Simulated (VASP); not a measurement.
LiF:

```
Li F
1.0
     0.00000    1.99487    2.05472
     1.99487    0.00000    2.05472
     1.99487    1.99487    0.00000
Li F
1 1
Cartesian
  0.0000 0.0000 0.0000
  1.9949 1.9949 2.0547
```

This cell differs from its parent crystal: uniaxial z strain +3.0%.

Base run:

- Program: VASP 6.6.1
- Functional: r2SCAN
- Potentials or basis: VASP PAW PBE potentials, release 64 (Li_sv, F)
- Cutoff: 520 eV
- k mesh: 10 × 10 × 10
- Occupations: gaussian, width 0.01 eV
- Spin: no spin polarisation

Its results: band gap on the k mesh 10.21 eV, direct.

**Question.** The run is repeated on the same cell with these changes: functional from r2SCAN to PBE; k mesh from 10 × 10 × 10 to 6 × 6 × 6. What comes out?

**Answer.** Band gap on the k mesh 9.04 eV, direct.

Several settings changed at once, so the effect can't be laid on one alone.

Caveats: some runs use coarse meshes.

A k mesh can miss the band edges.
